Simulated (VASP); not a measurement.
# FeO (Wuestite) (Fm-3m) in VASP: further runs

The runs below take FeO (Wuestite) through single point, with PBE.

All numbers are computed with VASP 6.6.1; they aren't measurements. Logs are shortened: lines on timing, memory, paths and dates and some standing lists are left out, and cuts for length are marked.

## (1) The cell of the first run

The structure is cubic, space group Fm-3m (No. 225). The conventional cell has a = 4.311 Å, b = 4.311 Å, c = 4.311 Å, α = 90.00°, β = 90.00°, γ = 90.00°. Fe (site symmetry m-3m) has 6 O at 2.16 Å within 2.9 Å. Within 2.9 Å of O (site symmetry m-3m) lie 6 Fe at 2.16 Å.

## (2) Single point, PBE, collinear spin, zero start

INCAR

```
SYSTEM = FeO
  PREC = Accurate
  ENCUT = 600
  EDIFF = 1E-6
  ISMEAR = -1
  SIGMA = 0.05
  LREAL = .FALSE.
  LASPH = .TRUE.
  NELM = 200
  ALGO = Normal
  ISIF = 2
  LWAVE = .FALSE.
  LCHARG = .FALSE.
  ISPIN = 2
  MAGMOM = 0 0
  LORBIT = 11
  NUPDOWN = 0.0
  LMAXMIX = 4
  GGA = PE
  NBANDS = 18
  GGA_COMPAT = .FALSE.
```

KPOINTS

```
Automatic mesh
0
G
  10 10 10
  0 0 0
```

POSCAR

```
FeO
1.0
    0.0000000000      2.1554000000      2.1554000000
    2.1554000000      0.0000000000      2.1554000000
    2.1554000000      2.1554000000      0.0000000000
Fe O
1 1
Direct
    0.0000000000      0.0000000000      0.0000000000
    0.5000000000      0.5000000000      0.5000000000
```

Potentials or basis: VASP PAW PBE potentials, release 64 (Fe, O).

Run with:

```console
$ cat potpaw_PBE.64/Fe/POTCAR potpaw_PBE.64/O/POTCAR > POTCAR
$ mpirun -np 1 vasp_std > vasp.out
```

OUTCAR:

```text
SYSTEM = FeO
   PREC = Accurate
   ENCUT = 600
   EDIFF = 1E-6
   ISMEAR = -1
   LREAL = .FALSE.
   LASPH = .TRUE.
   NELM = 200
   ISIF = 2
   ISPIN = 2
   LORBIT = 11
   NUPDOWN = 0.0
   GGA = PE

 ion  position               nearest neighbor table
   1  0.000  0.000  0.000-   2 2.16   2 2.16   2 2.16   2 2.16   2 2.16   2 2.16
   2  0.500  0.500  0.500-   1 2.16   1 2.16   1 2.16   1 2.16   1 2.16   1 2.16

  LATTYP: Found a face centered cubic cell.
 ALAT       =     4.3108000000

  Lattice vectors:

 A1 = (   0.0000000000,   2.1554000000,   2.1554000000)
 A2 = (   2.1554000000,   0.0000000000,   2.1554000000)
 A3 = (   2.1554000000,   2.1554000000,   0.0000000000)

Analysis of symmetry for initial positions (statically):
=====================================================================
 Subroutine PRICEL returns:
 Original cell was already a primitive cell.

 Routine SETGRP: Setting up the symmetry group for a
 face centered cubic supercell.

 Subroutine GETGRP returns: Found 48 space group operations
 (whereof 48 operations were pure point group operations)
 out of a pool of 48 trial point group operations.

The static configuration has the point symmetry O_h .

Analysis of symmetry for dynamics (positions and initial velocities):
=====================================================================
 Subroutine PRICEL returns:
 Original cell was already a primitive cell.

 Routine SETGRP: Setting up the symmetry group for a
 face centered cubic supercell.

 Subroutine GETGRP returns: Found 48 space group operations
 (whereof 48 operations were pure point group operations)
 out of a pool of 48 trial point group operations.

The dynamic configuration has the point symmetry O_h .

Analysis of structural, dynamic, and magnetic symmetry:
=====================================================================
 Subroutine PRICEL returns:
 Original cell was already a primitive cell.

 Routine SETGRP: Setting up the symmetry group for a
 face centered cubic supercell.

 Subroutine GETGRP returns: Found 48 space group operations
 (whereof 48 operations were pure point group operations)
 out of a pool of 48 trial point group operations.

The overall configuration has the point symmetry O_h .

 Subroutine INISYM returns: Found 48 space group operations
 (whereof 48 operations are pure point group operations),
 and found     1 'primitive' translations
[... 108 lines left out ...]
   EMIN   =  10.00;   EMAX   =-10.00  energy-range for DOS
   EFERMI =   0.00;   METHOD = LEGACY
   ISMEAR =    -1;   SIGMA  =   0.05  broadening in eV -4-tet -1-fermi 0-gaus
   EFERMI_NEDOS =   21; number of points for ismear=-14 and -15
   IALGO  =     38    algorithm
   IMIX   =      4    mixing-type and parameters
     AMIX     =   0.40;   BMIX     =  1.00
     AMIX_MAG =   1.60;   BMIX_MAG =  1.00
  volume/ion in A,a.u.               =      10.01        67.57
  Fermi-wavevector in a.u.,A,eV,Ry     =   1.452935  2.745650 28.722187  2.111021
  Thomas-Fermi vector in A             =   2.570260
   LORBIT       =     11    0 simple, 1 ext, 2 COOP (PROOUT), +10 PAW based schemes
   GGA     = PE    functional components
   LHFCALC =     F    Hartree Fock is set to
   AEXX    =    0.0000 exact exchange contribution
   IVDW    =     0    specifies the selected vdW correction
   LEPSILON=     F    determine dielectric tensor
   LRPA    =     F    only Hartree local field effects (RPA)
 spin polarized calculation
  energy-cutoff  :      600.00
  volume of cell :       20.03
 maximum number of plane-waves:       692
   NGX = 13   NGY = 13   NGZ = 13

 number of electron      13.9999999 magnetization      -0.0000000

 number of electron      13.9999999 magnetization       0.0000000

 Free energy of the ion-electron system (eV)
  ---------------------------------------------------
  ext. energy  EPLUGINS =         0.00000000
  ---------------------------------------------------
  free energy    TOTEN  =       -13.55226165 eV

  energy without entropy =      -13.49252364  energy(sigma->0) =      -13.52239265

 E-fermi :   5.5001     XC(G=0): -12.2193

 val. band max:        5.4952660630   @ k =  -0.4000   0.4000   0.0000
 cond. band min:       5.5008460743   @ k =  -0.4000   0.4000   0.2000
 fundamental gap:      0.0055800114
 Fermi energy:         5.5001700499

 spin component 1

 k-point     1 :       0.0000    0.0000    0.0000
  band No.  band energies     occupation
      1     -14.9427      1.00000
      2       1.8898      1.00000
      3       1.8898      1.00000
      4       1.8898      1.00000
      5       4.2268      1.00000
      6       4.2270      1.00000
[... 493 lines left out ...]
     17      34.8407      0.00000
     18      35.7375      0.00000

 [... further k-points ...]

 spin component 2

 k-point     1 :       0.0000    0.0000    0.0000
  band No.  band energies     occupation
      1     -14.9427      1.00000
      2       1.8898      1.00000
      3       1.8898      1.00000
      4       1.8898      1.00000
      5       4.2266      1.00000
      6       4.2268      1.00000
[... 493 lines left out ...]
     17      34.8408      0.00000
     18      35.7376      0.00000

 [... further k-points ...]
[... 5 lines left out ...]
  --------------------------------------------------------------------------------------
  -------------------------------------------------------------------------------------
  Total       -3.2096505     -3.2096505     -3.2096505      0.0000000      0.0000000     -0.0000000
  in kB     -256.7761603   -256.7761603   -256.7761603      0.0000000      0.0000000     -0.0000000
  external PRESSURE =    -256.7761603 kB  Pullay stress =       0.0000000 kB

 VOLUME and BASIS-vectors are now :
 -----------------------------------------------------------------------------
  energy-cutoff  :      600.00
  volume of cell :       20.03
      direct lattice vectors                 reciprocal lattice vectors
     0.000000000  2.155400000  2.155400000    -0.231975503  0.231975503  0.231975503
     2.155400000  0.000000000  2.155400000     0.231975503 -0.231975503  0.231975503
     2.155400000  2.155400000  0.000000000     0.231975503  0.231975503 -0.231975503

 POSITION                                       TOTAL-FORCE (eV/Angst)
 -----------------------------------------------------------------------------------
      0.00000      0.00000      0.00000         0.000000      0.000000     -0.000000
      2.15540      2.15540      2.15540         0.000000      0.000000      0.000000
 -----------------------------------------------------------------------------------
    total drift:                                0.000000     -0.000000     -0.000000

  FREE ENERGIE OF THE ION-ELECTRON SYSTEM (eV)
  ---------------------------------------------------
  free  energy   TOTEN  =       -13.5522616502 eV

  energy  without entropy=      -13.4925236430  energy(sigma->0) =      -13.52239265

 total charge

# of ion       s       p       d       tot
------------------------------------------
    1        0.256   0.316   6.287   6.859
    2        1.546   3.374   0.000   4.920
--------------------------------------------------
tot          1.802   3.691   6.287  11.780

 magnetization (x)

# of ion       s       p       d       tot
------------------------------------------
    1        0.000   0.000   0.000   0.000
    2        0.000  -0.000   0.000  -0.000
--------------------------------------------------
tot          0.000  -0.000   0.000  -0.000
```

Run time: 40 s. Hardware: 1 thread of AMD EPYC 9R45 (Zen 5), shared host; peak memory 0.13 GiB.

Results:

```
Free energy                                           : -13.5523 eV
Pressure                                              : -25.7 GPa
Net moment                                            : 0.00 μB per cell
Valence electrons inside the program's atomic spheres : Fe 6.86; O 4.92
```

Caveat: the total moment is fixed, so each spin has its own Fermi level.

## (3) Single point, PBE, collinear spin, ferrimagnetic start

INCAR

```
SYSTEM = FeO
PREC = Accurate
ENCUT = 600
EDIFF = 1E-6
ISMEAR = -1
SIGMA = 0.05
LREAL = .False.
LASPH = .True.
NELM = 200
ALGO = Normal
ISIF = 2
LWAVE = .False.
LCHARG = .True.
ISPIN = 2
MAGMOM = 1.15 -0.02
LORBIT = 11
NUPDOWN = 1.1
LMAXMIX = 4
GGA = PE
LELF = .True.
LVHAR = .True.
NBANDS = 18
GGA_COMPAT = .False.
```

KPOINTS

```
Automatic mesh
0
Gamma
  10 10 10
  0 0 0
```

POSCAR is that of step 2.

Potentials or basis: VASP PAW PBE potentials, release 64 (Fe, O).

Run with:

```console
$ cat potpaw_PBE.64/Fe/POTCAR potpaw_PBE.64/O/POTCAR > POTCAR
$ mpirun -np 1 vasp_std > vasp.out
```

It took 39 s on 1 thread of AMD EPYC 9R45 (Zen 5), shared host; peak memory 0.13 GiB.

It converged, with:

| Quantity | Value |
| --- | --- |
| Free energy | -13.7521 eV |
| Pressure | -23.7 GPa |
| Net moment | 1.10 μB per cell |
| Site moments | Fe +1.11; O -0.01 μB |
| Valence electrons inside the program's atomic spheres | Fe 6.86; O 4.92 |

Caveat: the total moment is fixed, so each spin has its own Fermi level; a cell with one magnetic atom can't hold antiferromagnetic order, which such compounds often take.
